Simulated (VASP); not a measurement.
# NaCl (F-43m) in VASP: further runs

Aim: see how the results for NaCl move with the level of theory and the settings. Levels: PBE, LDA, r2SCAN. Tasks: single point.

Program: VASP 6.6.1. These are calculated values, not measurements. Logs are shortened: lines on timing, memory, paths and dates and some standing lists are left out, and cuts for length are marked.

## Step 1: The cell of the first run

The structure is cubic, space group F-43m (No. 216). Conventional cell: a = 6.175 Å, b = 6.175 Å, c = 6.175 Å, α = 90.00°, β = 90.00°, γ = 90.00°. Within 3.5 Å of Na (site symmetry -43m) lie 4 Cl at 2.67 Å. Within 3.5 Å of Cl (site symmetry -43m) lie 4 Na at 2.67 Å.

## Step 2: Single point, PBE

Contents of INCAR:

```
ALGO     = Normal         # electronic algorithm
EDIFF    = 1E-7           # SCF threshold, eV
ENCUT    = 520            # plane-wave cutoff, eV
GGA      = PE             # functional
ISIF     = 2              # what is computed and relaxed
ISMEAR   = 0              # smearing method
LASPH    = T              # aspherical terms in the spheres
LCHARG   = F              # write CHGCAR
LREAL    = F              # projectors in reciprocal space
LWAVE    = F              # write WAVECAR
NBANDS   = 14             # bands
NELM     = 60             # most SCF steps
PREC     = Accurate       # precision mode
SIGMA    = 0.01           # smearing width, eV
```

Contents of KPOINTS:

```
k-points
0
Gamma
  6 6 6
```

Contents of POSCAR:

```
NaCl
1.0
    0.0000000000      3.0872727775      3.0872727775
    3.0872727775      0.0000000000      3.0872727775
    3.0872727775      3.0872727775      0.0000000000
Na Cl
1 1
Direct
    0.0000000000      0.0000000000      0.0000000000
    0.2500000000      0.2500000000      0.2500000000
```

Potentials or basis: VASP PAW PBE potentials, release 64 (Na_pv, Cl).

Command:

```bash
cat potpaw_PBE.64/Na_pv/POTCAR potpaw_PBE.64/Cl/POTCAR > POTCAR
mpirun -np 1 vasp_std > vasp.out
```

OUTCAR:

```text
EDIFF = 1E-7
   ENCUT = 520
   GGA = PE
   ISIF = 2
   ISMEAR = 0
   LASPH = T
   LREAL = F
   NELM = 60
   PREC = Accurate

 ion  position               nearest neighbor table
   1  0.000  0.000  0.000-   2 2.67   2 2.67   2 2.67   2 2.67
   2  0.250  0.250  0.250-   1 2.67   1 2.67   1 2.67   1 2.67

  LATTYP: Found a face centered cubic cell.
 ALAT       =     6.1745455550

  Lattice vectors:

 A1 = (   0.0000000000,   3.0872727775,   3.0872727775)
 A2 = (   3.0872727775,   0.0000000000,   3.0872727775)
 A3 = (   3.0872727775,   3.0872727775,   0.0000000000)

Analysis of symmetry for initial positions (statically):
=====================================================================
 Subroutine PRICEL returns:
 Original cell was already a primitive cell.

 Routine SETGRP: Setting up the symmetry group for a
 face centered cubic supercell.

 Subroutine GETGRP returns: Found 24 space group operations
 (whereof 24 operations were pure point group operations)
 out of a pool of 48 trial point group operations.

The static configuration has the point symmetry T_d .

Analysis of symmetry for dynamics (positions and initial velocities):
=====================================================================
 Subroutine PRICEL returns:
 Original cell was already a primitive cell.

 Routine SETGRP: Setting up the symmetry group for a
 face centered cubic supercell.

 Subroutine GETGRP returns: Found 24 space group operations
 (whereof 24 operations were pure point group operations)
 out of a pool of 48 trial point group operations.

The dynamic configuration has the point symmetry T_d .

 Subroutine INISYM returns: Found 24 space group operations
 (whereof 24 operations are pure point group operations),
 and found     1 'primitive' translations

----------------------------------------------------------------------------------------

                                     Primitive cell

  volume of cell :      58.8512

  direct lattice vectors                    reciprocal lattice vectors
     0.000000000  3.087272777  3.087272777    -0.161955239  0.161955239  0.161955239
     3.087272777  0.000000000  3.087272777     0.161955239 -0.161955239  0.161955239
     3.087272777  3.087272777  0.000000000     0.161955239  0.161955239 -0.161955239

  length of vectors
     4.366063033  4.366063033  4.366063033     0.280514702  0.280514702  0.280514702

  position of ions in fractional coordinates (direct lattice)
     0.000000000  0.000000000  0.000000000
     0.250000000  0.250000000  0.250000000

  ion indices of the primitive-cell ions
   primitive index   ion index
                 1           1
                 2           2

----------------------------------------------------------------------------------------

 KPOINTS: k-points

Automatic generation of k-mesh.
 Grid dimensions read from file:
 generate k-points for:    6    6    6

 Generating k-lattice:

  Cartesian coordinates                     Fractional coordinates (reciprocal lattice)
    -0.026992540  0.026992540  0.026992540     0.166666667  0.000000000  0.000000000
     0.026992540 -0.026992540  0.026992540     0.000000000  0.166666667  0.000000000
     0.026992540  0.026992540 -0.026992540     0.000000000  0.000000000  0.166666667

  Length of vectors
     0.046752450  0.046752450  0.046752450

  Shift w.r.t. Gamma in fractional coordinates (k-lattice)
     0.000000000  0.000000000  0.000000000

 Subroutine IBZKPT returns following result:
 ===========================================

 Found     16 irreducible k-points:

 Following reciprocal coordinates:
            Coordinates               Weight
  0.000000  0.000000  0.000000      1.000000
  0.166667  0.000000  0.000000      8.000000
  0.333333  0.000000  0.000000      8.000000
  0.500000  0.000000  0.000000      4.000000
  0.166667  0.166667  0.000000      6.000000
  0.333333  0.166667  0.000000     24.000000
[... 8 lines left out ...]
 -0.333333  0.333333  0.166667     24.000000
 -0.333333  0.500000  0.166667     12.000000
   k-points           NKPTS =     16   k-points in BZ     NKDIM =     16   number of bands    NBANDS=     14
   number of dos      NEDOS =    301   number of ions     NIONS =      2
   total plane-waves  NPLWV =  32768
   dimension x,y,z NGX =    32 NGY =   32 NGZ =   32
   dimension x,y,z NGXF=    64 NGYF=   64 NGZF=   64
   ions per type =               1   1
   NGX,Y,Z   is equivalent  to a cutoff of  12.18, 12.18, 12.18 a.u.
   NGXF,Y,Z  is equivalent  to a cutoff of  24.37, 24.37, 24.37 a.u.
 SYSTEM =  unknown system
   PREC   = accura    normal or accurate (medium, high low for compatibility)
   ISTART =      0    job   : 0-new  1-cont  2-samecut
   ICHARG =      2    charge: 1-file 2-atom 10-const
   ISPIN  =      1    spin polarized calculation?
   LNONCOLLINEAR =      F non collinear calculations
   LSORBIT =      F    spin-orbit coupling
   LASPH  =      T    aspherical Exc in radial PAW
   ENCUT  =  520.0 eV  38.22 Ry    6.18 a.u.   8.12  8.12  8.12*2*pi/ulx,y,z
   NELM   =     60;   NELMIN=  2; NELMDL= -5     # of ELM steps
   EDIFF  = 0.1E-06   stopping-criterion for ELM
   LREAL  =      F    real-space projection
   EDIFFG = 0.1E-05   stopping-criterion for IOM
   NSW    =      0    number of steps for IOM
   IBRION =     -1    ionic relax: 0-MD 1-quasi-New 2-CG
   NFREE  =      0    steps in history (QN), initial steepest desc. (CG)
   ISIF   =      2    stress and relaxation
   ISYM   =      2    0-nonsym 1-usesym 2-fastsym
   POTIM  = 0.5000    time-step for ionic-motion
   TEBEG  =    0.0;   TEEND  =   0.0 temperature during run
   PSTRESS=    0.0 pullay stress
   NELECT =      14.0000    total number of electrons
   NUPDOWN=      -1.0000    fix difference up-down
   EMIN   =  10.00;   EMAX   =-10.00  energy-range for DOS
   EFERMI =   0.00;   METHOD = LEGACY
   ISMEAR =     0;   SIGMA  =   0.01  broadening in eV -4-tet -1-fermi 0-gaus
   EFERMI_NEDOS =   21; number of points for ismear=-14 and -15
   IALGO  =     38    algorithm
   IMIX   =      4    mixing-type and parameters
     AMIX     =   0.40;   BMIX     =  1.00
     AMIX_MAG =   1.60;   BMIX_MAG =  1.00
  volume/ion in A,a.u.               =      29.43       198.57
  Fermi-wavevector in a.u.,A,eV,Ry     =   1.014376  1.916894 13.999846  1.028960
  Thomas-Fermi vector in A             =   2.147600
   LORBIT       =      0    0 simple, 1 ext, 2 COOP (PROOUT), +10 PAW based schemes
   GGA     = PE    functional components
   LHFCALC =     F    Hartree Fock is set to
   AEXX    =    0.0000 exact exchange contribution
   IVDW    =     0    specifies the selected vdW correction
   LEPSILON=     F    determine dielectric tensor
   LRPA    =     F    only Hartree local field effects (RPA)
 non-spin polarized calculation
 Gauss-broadening in eV      SIGMA  =   0.01
  energy-cutoff  :      520.00
  volume of cell :       58.85
 maximum number of plane-waves:      1600
   NGX = 17   NGY = 17   NGZ = 17

 number of electron      13.9999997 magnetization

 Free energy of the ion-electron system (eV)
  ---------------------------------------------------
  ext. energy  EPLUGINS =         0.00000000
  ---------------------------------------------------
  free energy    TOTEN  =        -6.63778490 eV

  energy without entropy =       -6.63778490  energy(sigma->0) =       -6.63778490

 E-fermi :  -2.2789     XC(G=0):  -6.8567

 val. band max:       -2.4008903590   @ k =   0.0000   0.0000   0.0000
 cond. band min:       2.5401079285   @ k =   0.0000   0.0000   0.0000
 fundamental gap:      4.9409982875
 Fermi energy:        -2.2789007154

 k-point     1 :       0.0000    0.0000    0.0000
  band No.  band energies     occupation
      1     -23.0004      2.00000
      2     -23.0003      2.00000
      3     -23.0003      2.00000
      4     -14.5201      2.00000
      5      -2.4009      2.00000
      6      -2.4009      2.00000
      7      -2.4009      2.00000
      8       2.5401      0.00000
      9       8.8241      0.00000
     10       8.8241      0.00000
     11       8.8241      0.00000
     12      10.6014      0.00000
     13      10.6014      0.00000
     14      13.0428      0.00000

 k-point     2 :       0.1667    0.0000    0.0000
  band No.  band energies     occupation
      1     -23.0040      2.00000
      2     -23.0008      2.00000
      3     -23.0007      2.00000
      4     -14.4843      2.00000
      5      -2.7204      2.00000
      6      -2.4246      2.00000
      7      -2.4246      2.00000
      8       3.1486      0.00000
      9       8.1891      0.00000
     10       8.9362      0.00000
     11       8.9362      0.00000
     12      10.1635      0.00000
     13      10.1635      0.00000
     14      12.0492      0.00000

 k-point     3 :       0.3333    0.0000    0.0000
  band No.  band energies     occupation
      1     -23.0111      2.00000
      2     -23.0015      2.00000
      3     -23.0015      2.00000
      4     -14.4115      2.00000
      5      -3.2386      2.00000
      6      -2.4710      2.00000
      7      -2.4710      2.00000
      8       4.3864      0.00000
      9       7.1512      0.00000
     10       8.5178      0.00000
     11       8.5178      0.00000
     12      10.9981      0.00000
     13      10.9981      0.00000
     14      11.5181      0.00000

 k-point     4 :       0.5000    0.0000    0.0000
  band No.  band energies     occupation
      1     -23.0147      2.00000
      2     -23.0019      2.00000
      3     -23.0019      2.00000
      4     -14.3746      2.00000
      5      -3.4594      2.00000
      6      -2.4936      2.00000
      7      -2.4936      2.00000
      8       5.1761      0.00000
      9       6.5164      0.00000
     10       8.2576      0.00000
     11       8.2576      0.00000
     12      11.9623      0.00000
     13      12.4774      0.00000
     14      12.4774      0.00000

 k-point     5 :       0.1667    0.1667    0.0000
  band No.  band energies     occupation
      1     -23.0043      2.00000
      2     -23.0013      2.00000
      3     -23.0013      2.00000
      4     -14.4724      2.00000
      5      -2.7245      2.00000
      6      -2.4792      2.00000
      7      -2.4792      2.00000
      8       3.3320      0.00000
      9       8.0720      0.00000
     10       8.8569      0.00000
     11       9.1190      0.00000
[... 140 lines left out ...]
 k-point    14 :       0.5000    0.3333    0.1667
  band No.  band energies     occupation
      1     -23.0126      2.00000
      2     -23.0046      2.00000
      3     -23.0028      2.00000
      4     -14.3639      2.00000
      5      -3.2014      2.00000
      6      -2.7851      2.00000
      7      -2.5853      2.00000
      8       5.1326      0.00000
      9       7.0043      0.00000
     10       7.3383      0.00000
     11       9.1674      0.00000
     12      10.3959      0.00000
     13      12.3442      0.00000
     14      13.0056      0.00000

 k-point    15 :      -0.3333    0.3333    0.1667
  band No.  band energies     occupation
      1     -23.0138      2.00000
      2     -23.0057      2.00000
      3     -23.0033      2.00000
      4     -14.3396      2.00000
      5      -3.2013      2.00000
      6      -2.9210      2.00000
      7      -2.6384      2.00000
      8       5.6817      0.00000
      9       6.5390      0.00000
     10       7.6068      0.00000
     11       8.8526      0.00000
     12      10.8844      0.00000
     13      11.8796      0.00000
     14      12.9488      0.00000

 k-point    16 :      -0.3333    0.5000    0.1667
  band No.  band energies     occupation
      1     -23.0146      2.00000
      2     -23.0055      2.00000
      3     -23.0042      2.00000
      4     -14.3279      2.00000
      5      -3.2152      2.00000
      6      -2.8802      2.00000
      7      -2.7349      2.00000
      8       5.1921      0.00000
      9       6.9974      0.00000
     10       7.8635      0.00000
     11       8.7615      0.00000
     12      11.2771      0.00000
     13      12.4867      0.00000
     14      12.8164      0.00000

------------------------ aborting loop because EDIFF is reached ----------------------------------------

  FORCE on cell =-STRESS in cart. coord.  units (eV):
  Direction    XX          YY          ZZ          XY          YZ          ZX
  --------------------------------------------------------------------------------------
  -------------------------------------------------------------------------------------
  Total        0.2547981      0.2547981      0.2547981      0.0000000      0.0000000      0.0000000
  in kB        6.9366826      6.9366826      6.9366826      0.0000000      0.0000000      0.0000000
  external PRESSURE =       6.9366826 kB  Pullay stress =       0.0000000 kB

 VOLUME and BASIS-vectors are now :
 -----------------------------------------------------------------------------
  energy-cutoff  :      520.00
  volume of cell :       58.85
      direct lattice vectors                 reciprocal lattice vectors
     0.000000000  3.087272777  3.087272777    -0.161955239  0.161955239  0.161955239
     3.087272777  0.000000000  3.087272777     0.161955239 -0.161955239  0.161955239
     3.087272777  3.087272777  0.000000000     0.161955239  0.161955239 -0.161955239

 POSITION                                       TOTAL-FORCE (eV/Angst)
 -----------------------------------------------------------------------------------
      0.00000      0.00000      0.00000        -0.000000     -0.000000     -0.000000
      1.54364      1.54364      1.54364         0.000000      0.000000      0.000000
 -----------------------------------------------------------------------------------
    total drift:                                0.000002      0.000002      0.000003

  FREE ENERGIE OF THE ION-ELECTRON SYSTEM (eV)
  ---------------------------------------------------
  free  energy   TOTEN  =        -6.6377849030 eV

  energy  without entropy=       -6.6377849030  energy(sigma->0) =       -6.63778490
```

Run time: 13 s. Hardware: 1 thread of Intel Xeon 6975P-C, shared host; peak memory 0.17 GiB.

What came out:

| Quantity | Value |
| --- | --- |
| Free energy | -6.6378 eV |
| Pressure | 0.7 GPa |
| Band gap on the k mesh | 4.94 eV, direct |

As with any semilocal functional, this PBE gap is likely too small.

(Continued in part 2 of 2.)
